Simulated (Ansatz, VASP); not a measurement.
## One calculation of Al3Te3H, two programs

```
Al Te H
1.0
     5.58074    0.00000    0.00000
     0.00000    5.58074    0.00000
     0.00000    0.00000    5.58074
Al Te H
3 3 1
Direct
  0.00000 0.50000 0.50000
  0.50000 0.00000 0.50000
  0.50000 0.50000 0.00000
  0.50000 0.00000 0.00000
  0.00000 0.50000 0.00000
  0.00000 0.00000 0.50000
  0.50000 0.50000 0.50000
```

Alike in both runs: functional PBE; k mesh 4 × 4 × 4; occupations gaussian, width 0.1 eV; no spin polarisation.

Ansatz relaxed the structure, and its values are those at the end. VASP's run is a single point on that final structure, the one shown.

|  | VASP | Ansatz |
| --- | --- | --- |
| version | VASP 6.6.1 | Ansatz 0.2.0 |
| potentials or method | VASP PAW PBE potentials, release 64 (Al, Te, H), cutoff 520 eV | scalar-relativistic, plane waves, PAW |
| valence electrons in the cell | 28 | 58 |

|  | VASP | Ansatz | Ansatz less VASP |
| --- | --- | --- | --- |
| gap on the k mesh at the Fermi level (eV) | none | none | - |
| pressure (GPa) | 0.4 | 0.3 | -0.03 |

A gap of «none» marks a metal or a gap that the smearing closes. VASP's potentials hold 28 valence electrons a cell and Ansatz's 58, so a difference there can come from the potentials and not from the codes.

Neither program's run includes spin-orbit coupling.
